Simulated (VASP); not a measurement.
Wanted: the native input for a VASP 6.6.1 run.

```
Task                   : relaxation of cell and atoms
Functional             : PBE
Potentials or basis    : VASP PAW PBE potentials, release 64 (Ta_pv, Pb_d, O)
Cutoff                 : 600 eV
k mesh                 : 12 × 12 × 4
Occupations            : gaussian, width 0.1 eV
Spin                   : no spin polarisation
Dipole correction      : no
Further INCAR settings : ALGO = Normal; EDIFF = 1e-06; IBRION = 2; EDIFFG = -0.01; NSW = 100; ISIF = 3
```

The structure of Ta2PbO3 lies in POSCAR:

```
Ta2PbO3
1.0
    3.6441935424      0.0000000000      0.0000000000
   -1.8220967712      3.1559641840      0.0000000000
    0.0000000000      0.0000000000      7.6430946482
Ta Pb O
2 1 3
Direct
    0.6666666667      0.3333333333      0.6186372863
    0.3333333333      0.6666666667      0.3813627137
    0.0000000000      0.0000000000      0.0000000000
    0.6666666667      0.3333333333      0.3343919337
    0.3333333333      0.6666666667      0.6656080663
    0.0000000000      0.0000000000      0.5000000000
```

The input as run:

INCAR

```
SYSTEM = Ta2PbO3
PREC = Accurate ; ENCUT = 600
EDIFF = 1E-6 ; ISMEAR = 0
SIGMA = 0.1 ; LREAL = .FALSE.
LASPH = .TRUE. ; NELM = 60
ALGO = Normal ; ISIF = 3
LWAVE = .FALSE. ; LCHARG = .FALSE.
GGA = PE ; IBRION = 2
NSW = 100 ; EDIFFG = -0.01
```

KPOINTS

```
Automatic mesh
0
G
  12 12 4
  0 0 0
```

Potentials or basis: VASP PAW PBE potentials, release 64 (Ta_pv, Pb_d, O).

Run with:

```console
$ cat potpaw_PBE.64/Ta_pv/POTCAR potpaw_PBE.64/Pb_d/POTCAR potpaw_PBE.64/O/POTCAR > POTCAR
$ mpirun -np 1 vasp_std > vasp.out
```

Results of the run:

```yaml
Relaxed_volume: 14.71 Å³/atom
Relaxed_cell: a = 3.652 Å, b = 3.652 Å, c = 7.639 Å, α = 90.00°, β = 90.00°, γ = 120.00°
Space_group_after_relaxing_to_0.05_Å: P-3m1 (No. 164)
Energy_gained_by_relaxing: 0.5 meV/atom
Ionic_steps: 6
Pressure_after_relaxing: 0.0 GPa
Largest_force_after_relaxing: 0.005 eV/Å
Band_gap_on_the_k_mesh: zero (band 27 reaches 7.02 eV, above the bottom of band 28 at 6.66 eV)
```

Caveat: spin-orbit coupling is left out, which moves the levels of the heavy elements.

Wall time 15 min on 1 thread of Intel Xeon 6975P-C, with other jobs on the host, peak memory 0.4 GiB.
